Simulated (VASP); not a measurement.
# Hf (I4/mmm) in VASP: notebook

The runs below take Hf through single point, with PBEsol.

Everything below comes from runs of VASP 6.6.1. Logs are shortened: lines on timing, memory, paths and dates and some standing lists are left out, and cuts for length are marked.

## Step 1: The cell of the first run

It takes space group I4/mmm (No. 139, tetragonal). Conventional cell: a = 3.077 Å, b = 3.077 Å, c = 4.440 Å, α = 90.00°, β = 90.00°, γ = 90.00°. Hf (site symmetry 4/mmm) has 12 Hf at 3.08 to 3.11 Å within 4.0 Å.

## Step 2: Single point, PBEsol (equal xx and yy strain of -2 %)

The input, INCAR:

```
  ALGO = Normal
  EDIFF = 1E-7
  ENCUT = 520
  GGA = PS
  ISIF = 2
  ISMEAR = -1
  LASPH = True
  LCHARG = False
  LREAL = False
  LWAVE = False
  NBANDS = 11
  NELM = 60
  PREC = Accurate
  SIGMA = 0.03
```

The input, KPOINTS:

```
k-points
0
Gamma
  16 16 16
```

The input, POSCAR:

```
Hf
1.0
    0.0000000000      2.1756000000      2.2200000000
    2.1756000000      0.0000000000      2.2200000000
    2.1756000000      2.1756000000      0.0000000000
Hf
1
Direct
    0.0000000000      0.0000000000      0.0000000000
```

Potentials or basis: VASP PAW PBE potentials, release 64 (Hf_pv).

Started as:

```
> cat potpaw_PBE.64/Hf_pv/POTCAR > POTCAR
> mpirun -np 1 vasp_std > vasp.out
```

OUTCAR:

```text
EDIFF = 1E-7
   ENCUT = 520
   GGA = PS
   ISIF = 2
   ISMEAR = -1
   LASPH = True
   LREAL = False
   NELM = 60
   PREC = Accurate

 ion  position               nearest neighbor table
   1  0.000  0.000  0.000-

  LATTYP: Found a body centered tetragonal cell.
 ALAT       =     3.0767630263
 C/A-ratio  =     1.4430750636

  Lattice vectors:

 A1 = (  -2.1756000000,   0.0000000000,   2.2200000000)
 A2 = (   2.1756000000,   0.0000000000,   2.2200000000)
 A3 = (   0.0000000000,   2.1756000000,  -2.2200000000)

Analysis of symmetry for initial positions (statically):
=====================================================================
 Subroutine PRICEL returns:
 Original cell was already a primitive cell.

 Routine SETGRP: Setting up the symmetry group for a
 body centered tetragonal supercell.

 Subroutine GETGRP returns: Found 16 space group operations
 (whereof 16 operations were pure point group operations)
 out of a pool of 16 trial point group operations.

The static configuration has the point symmetry D_4h.

Analysis of symmetry for dynamics (positions and initial velocities):
=====================================================================
 Subroutine PRICEL returns:
 Original cell was already a primitive cell.

 Routine SETGRP: Setting up the symmetry group for a
 body centered tetragonal supercell.

 Subroutine GETGRP returns: Found 16 space group operations
 (whereof 16 operations were pure point group operations)
 out of a pool of 16 trial point group operations.

The dynamic configuration has the point symmetry D_4h.

 Subroutine INISYM returns: Found 16 space group operations
 (whereof 16 operations are pure point group operations),
 and found     1 'primitive' translations

----------------------------------------------------------------------------------------

                                     Primitive cell

  volume of cell :      21.0156

  direct lattice vectors                    reciprocal lattice vectors
     0.000000000  2.175600000  2.220000000    -0.229821658  0.229821658  0.225225225
     2.175600000  0.000000000  2.220000000     0.229821658 -0.229821658  0.225225225
     2.175600000  2.175600000  0.000000000     0.229821658  0.229821658 -0.225225225

  length of vectors
     3.108317127  3.108317127  3.076763026     0.395426847  0.395426847  0.395426847

[... 76 lines left out ...]
   ENCUT  =  520.0 eV  38.22 Ry    6.18 a.u.   5.78  5.78  5.72*2*pi/ulx,y,z
   NELM   =     60;   NELMIN=  2; NELMDL= -5     # of ELM steps
   EDIFF  = 0.1E-06   stopping-criterion for ELM
   LREAL  =      F    real-space projection
   EDIFFG = 0.1E-05   stopping-criterion for IOM
   NSW    =      0    number of steps for IOM
   IBRION =     -1    ionic relax: 0-MD 1-quasi-New 2-CG
   NFREE  =      0    steps in history (QN), initial steepest desc. (CG)
   ISIF   =      2    stress and relaxation
   ISYM   =      2    0-nonsym 1-usesym 2-fastsym
   POTIM  = 0.5000    time-step for ionic-motion
   TEBEG  =    0.0;   TEEND  =   0.0 temperature during run
   PSTRESS=    0.0 pullay stress
   NELECT =      10.0000    total number of electrons
   NUPDOWN=      -1.0000    fix difference up-down
   EMIN   =  10.00;   EMAX   =-10.00  energy-range for DOS
   EFERMI =   0.00;   METHOD = LEGACY
   ISMEAR =    -1;   SIGMA  =   0.03  broadening in eV -4-tet -1-fermi 0-gaus
   EFERMI_NEDOS =   21; number of points for ismear=-14 and -15
   IALGO  =     38    algorithm
   IMIX   =      4    mixing-type and parameters
     AMIX     =   0.40;   BMIX     =  1.00
     AMIX_MAG =   1.60;   BMIX_MAG =  1.00
  volume/ion in A,a.u.               =      21.02       141.82
  Fermi-wavevector in a.u.,A,eV,Ry     =   1.278089  2.415238 22.225278  1.633512
  Thomas-Fermi vector in A             =   2.410652
   LORBIT       =      0    0 simple, 1 ext, 2 COOP (PROOUT), +10 PAW based schemes
   GGA     = PS    functional components
   LHFCALC =     F    Hartree Fock is set to
   AEXX    =    0.0000 exact exchange contribution
   IVDW    =     0    specifies the selected vdW correction
   LEPSILON=     F    determine dielectric tensor
   LRPA    =     F    only Hartree local field effects (RPA)
 non-spin polarized calculation
  energy-cutoff  :      520.00
  volume of cell :       21.02
 maximum number of plane-waves:       588
   NGX = 11   NGY = 11   NGZ = 11

 number of electron      10.0000002 magnetization

 Free energy of the ion-electron system (eV)
  ---------------------------------------------------
  ext. energy  EPLUGINS =         0.00000000
  ---------------------------------------------------
  free energy    TOTEN  =       -10.43065194 eV

  energy without entropy =      -10.42619913  energy(sigma->0) =      -10.42842553

 E-fermi :   5.0220     XC(G=0): -11.6820

 val. band max:        5.0205939957   @ k =   0.3125   0.0000   0.0000
 cond. band min:       5.0221886108   @ k =   0.5000   0.2500   0.1250
 fundamental gap:      0.0015946151
 Fermi energy:         5.0220194703

 k-point     1 :       0.0000    0.0000    0.0000
  band No.  band energies     occupation
      1     -24.7118      2.00000
      2     -24.7118      2.00000
      3     -24.7114      2.00000
      4      -2.4070      2.00000
      5       6.2696      0.00000
      6       6.5204      0.00000
      7       6.5204      0.00000
      8       9.2592      0.00000
      9       9.6326      0.00000
     10      16.6051      0.00000
     11      18.2848      0.00000
[... 309 lines left out ...]
 k-point    24 :      -0.0625    0.0625    0.0000
  band No.  band energies     occupation
      1     -24.8157      2.00000
      2     -24.7390      2.00000
      3     -24.7172      2.00000
      4      -2.0127      2.00000
      5       6.0986      0.00000
      6       6.4814      0.00000
      7       6.7003      0.00000
      8       9.2304      0.00000
      9       9.2773      0.00000
     10      17.4667      0.00000
     11      18.2827      0.00000

 [... further k-points ...]
[... 5 lines left out ...]
  --------------------------------------------------------------------------------------
  -------------------------------------------------------------------------------------
  Total        0.3371122      0.3371122      0.2686889      0.0000000     -0.0000000     -0.0000000
  in kB       25.7006462     25.7006462     20.4842119      0.0000000     -0.0000000     -0.0000000
  external PRESSURE =      23.9618347 kB  Pullay stress =       0.0000000 kB

 VOLUME and BASIS-vectors are now :
 -----------------------------------------------------------------------------
  energy-cutoff  :      520.00
  volume of cell :       21.02
      direct lattice vectors                 reciprocal lattice vectors
     0.000000000  2.175600000  2.220000000    -0.229821658  0.229821658  0.225225225
     2.175600000  0.000000000  2.220000000     0.229821658 -0.229821658  0.225225225
     2.175600000  2.175600000  0.000000000     0.229821658  0.229821658 -0.225225225

 POSITION                                       TOTAL-FORCE (eV/Angst)
 -----------------------------------------------------------------------------------
      0.00000      0.00000      0.00000         0.000000      0.000000     -0.000000
 -----------------------------------------------------------------------------------
    total drift:                                0.000000      0.000000      0.000000

  FREE ENERGIE OF THE ION-ELECTRON SYSTEM (eV)
  ---------------------------------------------------
  free  energy   TOTEN  =       -10.4306519414 eV

  energy  without entropy=      -10.4261991277  energy(sigma->0) =      -10.42842553
```

OSZICAR:

```text
N       E                     dE             d eps       ncg     rms          rms(c)
DAV:   1     0.133722003946E+02    0.13372E+02   -0.57527E+03  7734   0.848E+02
DAV:   2    -0.103154638255E+02   -0.23688E+02   -0.22921E+02  9611   0.159E+02
DAV:   3    -0.107682146682E+02   -0.45275E+00   -0.44892E+00  9760   0.151E+01
DAV:   4    -0.107697628927E+02   -0.15482E-02   -0.15480E-02  8790   0.107E+00
DAV:   5    -0.107697705258E+02   -0.76331E-05   -0.76338E-05  9665   0.666E-02    0.475E+01
DAV:   6    -0.105202678792E+02    0.24950E+00   -0.19982E-01  8830   0.329E+00    0.282E+01
DAV:   7    -0.104344631407E+02    0.85805E-01   -0.31082E-01  9124   0.394E+00    0.133E+00
DAV:   8    -0.104306148298E+02    0.38483E-02   -0.22525E-02  8677   0.104E+00    0.956E-02
DAV:   9    -0.104306522353E+02   -0.37405E-04   -0.35661E-04  9268   0.149E-01    0.488E-02
DAV:  10    -0.104306519973E+02    0.23808E-06   -0.14029E-05  8821   0.285E-02    0.438E-02
DAV:  11    -0.104306519072E+02    0.90090E-07   -0.21123E-06  9416   0.110E-02    0.326E-03
DAV:  12    -0.104306519414E+02   -0.34248E-07   -0.31167E-08  5605   0.169E-03
   1 F= -.10430652E+02 E0= -.10428426E+02  d E =-.445281E-02
```

It took 62 s on 1 thread of Intel Xeon 8259CL, shared host; peak memory 0.21 GiB.

What came out:

```yaml
Free_energy: -10.4307 eV
Pressure: 2.4 GPa
Band_gap_on_the_k_mesh: zero (bands 5 and 6 overlap by 1.73 eV)
```

Caveat: the cell differs from its parent crystal (equal xx and yy strain of -2 %); the PAW data sets were made with another functional, which shifts forces and pressure a little; spin-orbit coupling is left out, which moves the levels of the heavy elements.

## Step 3: Single point, PBEsol (equal xx and yy strain of -1 %)

The input, INCAR:

```
PREC = Accurate
ENCUT = 520
EDIFF = 1E-6
ISMEAR = -1
SIGMA = 0.03
LREAL = F
LASPH = T
NELM = 80
ALGO = Normal
ISIF = 2
LWAVE = F
LCHARG = F
GGA = PS
NBANDS = 11
```

The input, KPOINTS:

```
regular mesh
0
Gamma
  16 16 16
```

The input, POSCAR:

```
Hf
1.0
    0.0000000000      2.1978000000      2.2200000000
    2.1978000000      0.0000000000      2.2200000000
    2.1978000000      2.1978000000      0.0000000000
Hf
1
Direct
    0.0000000000      0.0000000000      0.0000000000
```

Potentials or basis: VASP PAW PBE potentials, release 64 (Hf_pv).

Started as:

```
> cat potpaw_PBE.64/Hf_pv/POTCAR > POTCAR
> mpirun -np 1 vasp_std > vasp.out
```

It took 56 s on 1 thread of Intel Xeon 8259CL, shared host; peak memory 0.2 GiB.

It converged, with:

* Free energy: -10.4343 eV
* Pressure: 0.1 GPa
* Band gap on the k mesh: zero (bands 5 and 6 overlap by 1.75 eV)

Stress tensor (GPa, compression positive):
```
0.13 0.00 0.00
0.00 0.13 0.00
0.00 0.00 0.01
```

Levels at points of the mesh, in eV from the Fermi level:
```
           k point  band 2  band 3  band 4  band 5  band 6  band 7  band 8  band 9
(0.00, 0.00, 0.00)  -29.81  -29.80   -7.36    1.33    1.45    1.45    4.26    4.44
(0.50, 0.00, 0.00)  -29.94  -29.92   -3.77    0.76    1.10    1.23    6.57    6.64
(0.50, 0.50, 0.00)  -30.13  -30.13   -3.45   -2.27    2.67    6.62    7.28    7.28
(0.50, 0.00, 0.50)  -30.16  -30.14   -3.43   -2.29    2.83    6.61    7.21    7.35
```

Caveat: the cell differs from its parent crystal (equal xx and yy strain of -1 %); the PAW data sets were made with another functional, which shifts forces and pressure a little; spin-orbit coupling is left out, which moves the levels of the heavy elements.

## Step 4: Single point, PBEsol (zz strain of -1 %)

The input, INCAR:

```
ALGO     = Normal         # electronic algorithm
EDIFF    = 1E-6           # SCF threshold, eV
ENCUT    = 520            # plane-wave cutoff, eV
GGA      = PS             # functional
ISIF     = 2              # what is computed and relaxed
ISMEAR   = -1             # smearing method
LASPH    = T              # aspherical terms in the spheres
LCHARG   = F              # write CHGCAR
LREAL    = F              # projectors in reciprocal space
LWAVE    = F              # write WAVECAR
NBANDS   = 11             # bands
NELM     = 80             # most SCF steps
PREC     = Accurate       # precision mode
SIGMA    = 0.03           # smearing width, eV
```

The input, KPOINTS:

```
k-points
0
Gamma
  16 16 16
```

The input, POSCAR:

```
Hf
1.0
    0.0000000000      2.2200000000      2.1978000000
    2.2200000000      0.0000000000      2.1978000000
    2.2200000000      2.2200000000      0.0000000000
Hf
1
Direct
    0.0000000000      0.0000000000      0.0000000000
```

Started as:

```
> cat potpaw_PBE.64/Hf_pv/POTCAR > POTCAR
> mpirun -np 1 vasp_std > vasp.out
```

Wall time 57 s (1 thread of Intel Xeon 8259CL, shared host); peak memory 0.21 GiB.

It converged, with:

```yaml
Free_energy: -10.4337 eV
Pressure: -1.0 GPa
Band_gap_on_the_k_mesh: zero (bands 5 and 6 overlap by 1.78 eV)
```

Stress tensor (GPa, compression positive):
```
-1.04  0.00  0.00
 0.00 -1.04  0.00
 0.00  0.00 -0.88
```

Levels at points of the mesh, in eV from the Fermi level:
| k point | band 1 | band 2 | band 3 | band 4 | band 5 | band 6 | band 7 | band 8 | band 9 | band 10 |
| --- | --- | --- | --- | --- | --- | --- | --- | --- | --- | --- |
| (0.00, 0.00, 0.00) | -29.84 | -29.84 | -29.84 | -7.32 | 1.37 | 1.37 | 1.49 | 4.22 | 4.39 | 11.48 |
| (0.50, 0.00, 0.00) | -30.75 | -29.97 | -29.96 | -3.73 | 0.72 | 1.10 | 1.24 | 6.49 | 6.57 | 9.78 |
| (0.50, 0.50, 0.00) | -30.70 | -30.18 | -30.18 | -3.38 | -2.26 | 2.83 | 6.53 | 7.20 | 7.20 | 10.09 |
| (0.50, 0.00, 0.50) | -30.69 | -30.17 | -30.15 | -3.40 | -2.24 | 2.67 | 6.54 | 7.13 | 7.26 | 10.17 |

Caveat: the cell differs from its parent crystal (zz strain of -1 %); the PAW data sets were made with another functional, which shifts forces and pressure a little; spin-orbit coupling is left out, which moves the levels of the heavy elements.

(Part 1 of 2 ends here.)
